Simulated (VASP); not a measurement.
# NaAg2I3 (R-3m) in VASP: a series of runs

Runs on NaAg2I3. Level: PBE. Tasks: single point.

Everything below comes from runs of VASP 6.6.1. Logs are shortened: lines on timing, memory, paths and dates and some standing lists are left out, and cuts for length are marked.

## (1) The cell of the first run

The structure is trigonal, space group R-3m (No. 166). Conventional cell: a = 6.264 Å, b = 6.264 Å, c = 17.831 Å, α = 90.00°, β = 90.00°, γ = 120.00°. Within 4.6 Å of Na (site symmetry -3m) lie 6 I at 3.48 Å and 6 Ag at 3.66 Å. Within 4.0 Å of Ag (site symmetry 3m) lie 3 I at 3.00 Å and 3 Na at 3.66 Å and 3 Ag at 3.80 Å. Within 4.0 Å of I (site symmetry 2/m) lie 2 Ag at 3.00 Å and 4 I at 3.13 Å and 2 Na at 3.48 Å.

The cell was generated, and may not be a known phase.

## (2) Single point, PBE

The input, INCAR:

```
PREC = Accurate
ENCUT = 520
EDIFF = 1E-7
ISMEAR = 0
SIGMA = 0.1
LREAL = F
LASPH = T
NELM = 100
ALGO = Normal
ISIF = 2
LWAVE = F
LCHARG = F
GGA = PE
NBANDS = 34
```

The input, KPOINTS:

```
Automatic mesh
0
Gamma
  3 3 3
```

The input, POSCAR:

```
NaAg2I3
1.0
    3.1320189200      1.8082719700      5.9435859500
   -3.1320189200      1.8082719700      5.9435859500
    0.0000000000     -3.6165439400      5.9435859500
Na Ag I
1 2 3
Direct
    0.5000000000      0.5000000000      0.5000000000
    0.8010521900      0.8010521900      0.8010521900
    0.1989478100      0.1989478100      0.1989478100
    0.5000000000      0.5000000000      0.0000000000
    0.0000000000      0.5000000000      0.5000000000
    0.5000000000      0.0000000000      0.5000000000
```

Potentials or basis: VASP PAW PBE potentials, release 64 (Na_pv, Ag, I).

Command:

```
$ cat potpaw_PBE.64/Na_pv/POTCAR potpaw_PBE.64/Ag/POTCAR potpaw_PBE.64/I/POTCAR > POTCAR
$ mpirun -np 1 vasp_std > vasp.out
```

OUTCAR:

```text
PREC = Accurate
   ENCUT = 520
   EDIFF = 1E-7
   ISMEAR = 0
   LREAL = F
   LASPH = T
   NELM = 100
   ISIF = 2
   GGA = PE

 ion  position               nearest neighbor table
   1  0.500  0.500  0.500-
   2  0.801  0.801  0.801-   5 3.00   6 3.00   4 3.00
   3  0.199  0.199  0.199-   5 3.00   6 3.00   4 3.00
   4  0.500  0.500  0.000-   2 3.00   3 3.00   5 3.13   6 3.13   6 3.13   5 3.13
   5  0.000  0.500  0.500-   2 3.00   3 3.00   6 3.13   6 3.13   4 3.13   4 3.13
   6  0.500  0.000  0.500-   2 3.00   3 3.00   5 3.13   5 3.13   4 3.13   4 3.13

  LATTYP: Found a trigonal (rhomboedric) cell.
 ALAT       =     6.9574135983
 COS(alpha) =     0.5946939307

  Lattice vectors:

 A1 = (   3.1320189200,   1.8082719700,   5.9435859500)
 A2 = (  -3.1320189200,   1.8082719700,   5.9435859500)
 A3 = (   0.0000000000,  -3.6165439400,   5.9435859500)

Analysis of symmetry for initial positions (statically):
=====================================================================
 Subroutine PRICEL returns:
 Original cell was already a primitive cell.

 Routine SETGRP: Setting up the symmetry group for a
 trigonal (rhombohedral) supercell.

 Subroutine GETGRP returns: Found 12 space group operations
 (whereof 12 operations were pure point group operations)
 out of a pool of 12 trial point group operations.

The static configuration has the point symmetry D_3d.

Analysis of symmetry for dynamics (positions and initial velocities):
=====================================================================
 Subroutine PRICEL returns:
 Original cell was already a primitive cell.

 Routine SETGRP: Setting up the symmetry group for a
 trigonal (rhombohedral) supercell.

 Subroutine GETGRP returns: Found 12 space group operations
 (whereof 12 operations were pure point group operations)
 out of a pool of 12 trial point group operations.

The dynamic configuration has the point symmetry D_3d.

 Subroutine INISYM returns: Found 12 space group operations
 (whereof 12 operations are pure point group operations),
 and found     1 'primitive' translations

----------------------------------------------------------------------------------------

                                     Primitive cell

  volume of cell :     201.9705

  direct lattice vectors                    reciprocal lattice vectors
     3.132018920  1.808271970  5.943585950     0.159641437  0.092169026  0.056082866
    -3.132018920  1.808271970  5.943585950    -0.159641437  0.092169026  0.056082866
     0.000000000 -3.616543940  5.943585950     0.000000000 -0.184338052  0.056082866

  length of vectors
     6.957413598  6.957413598  6.957413601     0.192680579  0.192680579  0.192680579

  position of ions in fractional coordinates (direct lattice)
     0.500000000  0.500000000  0.500000000
     0.801052190  0.801052190  0.801052190
     0.198947810  0.198947810  0.198947810
     0.500000000  0.500000000  0.000000000
     1.000000000  0.500000000  0.500000000
     0.500000000  1.000000000  0.500000000

  ion indices of the primitive-cell ions
   primitive index   ion index
                 1           1
                 2           2
                 3           3
                 4           4
                 5           5
                 6           6

----------------------------------------------------------------------------------------

 KPOINTS: Automatic mesh

Automatic generation of k-mesh.
 Grid dimensions read from file:
 generate k-points for:    3    3    3

 Generating k-lattice:

  Cartesian coordinates                     Fractional coordinates (reciprocal lattice)
     0.053213812  0.030723009  0.018694289     0.333333333  0.000000000  0.000000000
    -0.053213812  0.030723009  0.018694289     0.000000000  0.333333333  0.000000000
     0.000000000 -0.061446017  0.018694289     0.000000000  0.000000000  0.333333333

  Length of vectors
     0.064226860  0.064226860  0.064226860

  Shift w.r.t. Gamma in fractional coordinates (k-lattice)
     0.000000000  0.000000000  0.000000000

 Subroutine IBZKPT returns following result:
 ===========================================

 Found      6 irreducible k-points:

 Following reciprocal coordinates:
            Coordinates               Weight
  0.000000  0.000000  0.000000      1.000000
  0.333333 -0.000000 -0.000000      6.000000
  0.333333  0.333333 -0.000000      6.000000
 -0.333333  0.333333  0.000000      6.000000
  0.333333  0.333333  0.333333      2.000000
 -0.333333  0.333333  0.333333      6.000000
   k-points           NKPTS =      6   k-points in BZ     NKDIM =      6   number of bands    NBANDS=     34
   number of dos      NEDOS =    301   number of ions     NIONS =      6
   total plane-waves  NPLWV = 157464
   dimension x,y,z NGX =    54 NGY =   54 NGZ =   54
   dimension x,y,z NGXF=   108 NGYF=  108 NGZF=  108
   ions per type =               1   2   3
   NGX,Y,Z   is equivalent  to a cutoff of  12.90, 12.90, 12.90 a.u.
   NGXF,Y,Z  is equivalent  to a cutoff of  25.81, 25.81, 25.81 a.u.
 SYSTEM =  unknown system
   PREC   = accura    normal or accurate (medium, high low for compatibility)
   ISTART =      0    job   : 0-new  1-cont  2-samecut
   ICHARG =      2    charge: 1-file 2-atom 10-const
   ISPIN  =      1    spin polarized calculation?
   LNONCOLLINEAR =      F non collinear calculations
   LSORBIT =      F    spin-orbit coupling
   LASPH  =      T    aspherical Exc in radial PAW
   ENCUT  =  520.0 eV  38.22 Ry    6.18 a.u.  12.94 12.94 12.94*2*pi/ulx,y,z
   NELM   =    100;   NELMIN=  2; NELMDL= -5     # of ELM steps
   EDIFF  = 0.1E-06   stopping-criterion for ELM
   LREAL  =      F    real-space projection
   EDIFFG = 0.1E-05   stopping-criterion for IOM
   NSW    =      0    number of steps for IOM
   IBRION =     -1    ionic relax: 0-MD 1-quasi-New 2-CG
   NFREE  =      0    steps in history (QN), initial steepest desc. (CG)
   ISIF   =      2    stress and relaxation
   ISYM   =      2    0-nonsym 1-usesym 2-fastsym
   POTIM  = 0.5000    time-step for ionic-motion
   TEBEG  =    0.0;   TEEND  =   0.0 temperature during run
   PSTRESS=    0.0 pullay stress
   NELECT =      50.0000    total number of electrons
   NUPDOWN=      -1.0000    fix difference up-down
   EMIN   =  10.00;   EMAX   =-10.00  energy-range for DOS
   EFERMI =   0.00;   METHOD = LEGACY
   ISMEAR =     0;   SIGMA  =   0.10  broadening in eV -4-tet -1-fermi 0-gaus
   EFERMI_NEDOS =   21; number of points for ismear=-14 and -15
   IALGO  =     38    algorithm
   IMIX   =      4    mixing-type and parameters
     AMIX     =   0.40;   BMIX     =  1.00
     AMIX_MAG =   1.60;   BMIX_MAG =  1.00
  volume/ion in A,a.u.               =      33.66       227.16
  Fermi-wavevector in a.u.,A,eV,Ry     =   1.027943  1.942530 14.376813  1.056666
  Thomas-Fermi vector in A             =   2.161914
   LORBIT       =      0    0 simple, 1 ext, 2 COOP (PROOUT), +10 PAW based schemes
   GGA     = PE    functional components
   LHFCALC =     F    Hartree Fock is set to
   AEXX    =    0.0000 exact exchange contribution
   IVDW    =     0    specifies the selected vdW correction
   LEPSILON=     F    determine dielectric tensor
   LRPA    =     F    only Hartree local field effects (RPA)
 non-spin polarized calculation
 Gauss-broadening in eV      SIGMA  =   0.10
  energy-cutoff  :      520.00
  volume of cell :      201.97
 maximum number of plane-waves:      5445
 NGX is ok and might be reduce to    54
   NGX = 25   NGY = 25   NGZ = 25

 number of electron      50.0000003 magnetization

 Free energy of the ion-electron system (eV)
  ---------------------------------------------------
  ext. energy  EPLUGINS =         0.00000000
  ---------------------------------------------------
  free energy    TOTEN  =        -9.36455107 eV

  energy without entropy =       -9.34725145  energy(sigma->0) =       -9.35590126

 E-fermi :   4.1515     XC(G=0):  -8.3357

 val. band max:        4.1294872589   @ k =  -0.3333   0.3333   0.3333
 cond. band min:       4.3424656041   @ k =  -0.3333   0.3333   0.0000
 fundamental gap:      0.2129783452
 Fermi energy:         4.1514561641

 k-point     1 :       0.0000    0.0000    0.0000
  band No.  band energies     occupation
      1     -20.9392      2.00000
      2     -20.9251      2.00000
      3     -20.9251      2.00000
      4     -11.0920      2.00000
      5      -8.7279      2.00000
      6      -8.7279      2.00000
[... 26 lines left out ...]
     33       9.3321      0.00000
     34      10.3802      0.00000

 k-point     2 :       0.3333   -0.0000   -0.0000
  band No.  band energies     occupation
      1     -20.9392      2.00000
      2     -20.9251      2.00000
      3     -20.9251      2.00000
      4     -10.7384      2.00000
      5      -9.4748      2.00000
      6      -8.7712      2.00000
[... 26 lines left out ...]
     33       9.6369      0.00000
     34      10.3360      0.00000

 k-point     3 :       0.3333    0.3333   -0.0000
  band No.  band energies     occupation
      1     -20.9393      2.00000
      2     -20.9251      2.00000
      3     -20.9251      2.00000
      4     -10.7347      2.00000
      5      -9.4742      2.00000
      6      -8.7715      2.00000
[... 26 lines left out ...]
     33       9.2230      0.00000
     34      10.2781      0.00000

 k-point     4 :      -0.3333    0.3333    0.0000
  band No.  band energies     occupation
      1     -20.9392      2.00000
      2     -20.9251      2.00000
      3     -20.9251      2.00000
      4     -10.1792      2.00000
      5     -10.1743      2.00000
      6      -8.8206      2.00000
[... 26 lines left out ...]
     33       9.5681      0.00000
     34      10.1517      0.00000

 k-point     5 :       0.3333    0.3333    0.3333
  band No.  band energies     occupation
      1     -20.9393      2.00000
      2     -20.9251      2.00000
      3     -20.9251      2.00000
      4     -11.0811      2.00000
      5      -8.7295      2.00000
      6      -8.7295      2.00000
[... 26 lines left out ...]
     33       8.0030      0.00000
     34       8.6311      0.00000

 k-point     6 :      -0.3333    0.3333    0.3333
  band No.  band energies     occupation
      1     -20.9393      2.00000
      2     -20.9251      2.00000
      3     -20.9251      2.00000
      4     -10.7289      2.00000
      5      -9.4775      2.00000
      6      -8.7721      2.00000
[... 26 lines left out ...]
     33       9.1656      0.00000
     34      10.0233      0.00000

------------------------ aborting loop because EDIFF is reached ----------------------------------------

  FORCE on cell =-STRESS in cart. coord.  units (eV):
  Direction    XX          YY          ZZ          XY          YZ          ZX
  --------------------------------------------------------------------------------------
  -------------------------------------------------------------------------------------
  Total        6.9319532      6.9319532      1.9349185      0.0000000      0.0000000      0.0000000
  in kB       54.9893110     54.9893112     15.3491853      0.0000000      0.0000000      0.0000000
  external PRESSURE =      41.7759358 kB  Pullay stress =       0.0000000 kB

 VOLUME and BASIS-vectors are now :
 -----------------------------------------------------------------------------
  energy-cutoff  :      520.00
  volume of cell :      201.97
      direct lattice vectors                 reciprocal lattice vectors
     3.132018920  1.808271970  5.943585950     0.159641437  0.092169026  0.056082866
    -3.132018920  1.808271970  5.943585950    -0.159641437  0.092169026  0.056082866
     0.000000000 -3.616543940  5.943585950     0.000000000 -0.184338052  0.056082866

 POSITION                                       TOTAL-FORCE (eV/Angst)
 -----------------------------------------------------------------------------------
      0.00000      0.00000      8.91538        -0.000000     -0.000000      0.000000
      0.00000      0.00000     14.28337         0.000000     -0.000000      0.425630
      0.00000      0.00000      3.54739         0.000000      0.000000     -0.425630
      0.00000      1.80827      5.94359         0.000000     -0.000000      0.000000
     -1.56601     -0.90414      5.94359         0.000000     -0.000000      0.000000
      1.56601     -0.90414      5.94359         0.000000      0.000000      0.000000
 -----------------------------------------------------------------------------------
    total drift:                               -0.000000     -0.000000      0.000000

  FREE ENERGIE OF THE ION-ELECTRON SYSTEM (eV)
  ---------------------------------------------------
  free  energy   TOTEN  =        -9.3645510724 eV

  energy  without entropy=       -9.3472514476  energy(sigma->0) =       -9.35590126
```

Run time: 37 s. Hardware: 1 thread of Intel Xeon 6975P-C (Granite Rapids), shared host; peak memory 0.39 GiB.

Results:

```yaml
Free_energy: -9.3646 eV
Pressure: 4.2 GPa
Largest_force: 0.426 eV/Å
Band_gap_on_the_k_mesh: zero (bands 25 and 26 overlap by 1.12 eV)
```

Forces in eV/Å, atoms in the order of the input:
```
Na   0.000  0.000  0.000
Ag   0.000  0.000  0.426
Ag   0.000  0.000 -0.426
I    0.000  0.000  0.000
I    0.000  0.000  0.000
I    0.000  0.000  0.000
```

Stress tensor (GPa, compression positive):
```
5.50 0.00 0.00
0.00 5.50 0.00
0.00 0.00 1.53
```

Caveat: the k points lie up to 0.40 Å⁻¹ apart, too coarse for converged energies and pressures of a metal; spin-orbit coupling is left out, which moves the levels of the heavy elements.

## (3) Single point, PBE

This run uses another cell than the first one, of 53.12 Å³/atom.

The input, INCAR:

```
SYSTEM = NaAg2I3
PREC = Accurate
ENCUT = 520
EDIFF = 1E-7
ISMEAR = 0
SIGMA = 0.1
LREAL = .False.
LASPH = .True.
NELM = 80
ALGO = Normal
ISIF = 2
LWAVE = .False.
LCHARG = .False.
GGA = PE
NBANDS = 34
```

The input, KPOINTS:

```
regular mesh
0
Gamma
  3 3 3
  0 0 0
```

The input, POSCAR:

```
NaAg2I3
1.0
    4.5733566493      2.6404286925      4.3989264707
   -4.5733566493      2.6404286925      4.3989264707
    0.0000000000     -5.2808573851      4.3989264707
Na Ag I
1 2 3
Direct
    0.5000000000      0.5000000000      0.5000000000
    0.7346659029      0.7346659029      0.7346659029
    0.2653340971      0.2653340971      0.2653340971
    0.5000000000      0.5000000000      0.0000000000
    0.0000000000      0.5000000000      0.5000000000
    0.5000000000      0.0000000000      0.5000000000
```

Potentials or basis: VASP PAW PBE potentials, release 64 (Na_pv, Ag, I).

Command:

```
$ cat potpaw_PBE.64/Na_pv/POTCAR potpaw_PBE.64/Ag/POTCAR potpaw_PBE.64/I/POTCAR > POTCAR
$ mpirun -np 1 vasp_std > vasp.out
```

Run time: 54 s. Hardware: 1 thread of Intel Xeon 6975P-C (Granite Rapids), shared host; peak memory 0.4 GiB.

The run converged. Its results:

```
Free energy            : -13.6404 eV
Pressure               : 0.0 GPa
Band gap on the k mesh : 1.28 eV (least direct gap 1.30 eV)
```

Stress tensor (GPa, compression positive):
```
-0.05  0.00  0.00
 0.00 -0.05  0.00
 0.00  0.00  0.03
```

Levels at points of the mesh, in eV from the valence-band top:
| k point | band 23 | band 24 | band 25 | band 26 | band 27 | band 28 |
| --- | --- | --- | --- | --- | --- | --- |
| (0.00, 0.00, 0.00) | -0.62 | -0.02 | -0.02 | 1.28 | 3.15 | 4.32 |

Caveat: spin-orbit coupling is left out, which moves the levels of the heavy elements.

The gap in the log of VASP goes by the Fermi energy; the results here count the filled bands.